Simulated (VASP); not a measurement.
Input of a VASP 6.6.1 run:

The input INCAR:

```
SYSTEM = NaCl
ALGO = Normal
EDIFF = 1E-6
ENCUT = 500
GGA = PS
GGA_COMPAT = .FALSE.
ISIF = 2
ISMEAR = 0
LASPH = .TRUE.
LCHARG = .FALSE.
LREAL = .FALSE.
LWAVE = .FALSE.
NBANDS = 14
NELM = 120
PREC = Accurate
SIGMA = 0.1
```

File KPOINTS:

```
k-points
0
G
  6 6 6
  0 0 0
```

Contents of POSCAR:

```
NaCl
1.0
    3.4002785674      0.0000000000      0.0000000000
    0.0000000000      3.4002785674      0.0000000000
    0.0000000000      0.0000000000      3.4002785674
Na Cl
1 1
Direct
    0.0000000000      0.0000000000      0.0000000000
    0.5000000000      0.5000000000      0.5000000000
```

Potentials or basis: VASP PAW PBE potentials, release 64 (Na_pv, Cl).

The run is started by

```console
$ cat potpaw_PBE.64/Na_pv/POTCAR potpaw_PBE.64/Cl/POTCAR > POTCAR
$ mpirun -np 1 vasp_std > vasp.out
```

(1) What does it give for the band gap on the k mesh?

(2) Predict the pressure.

Answers

(1) 4.14 eV, indirect (least direct gap 4.71 eV).

(2) 1.3 GPa.

Caveat: the cell differs from its parent crystal (Rb replaced by Na, lengths x 0.899, strained); the PAW data sets were made with another functional, which shifts forces and pressure a little.
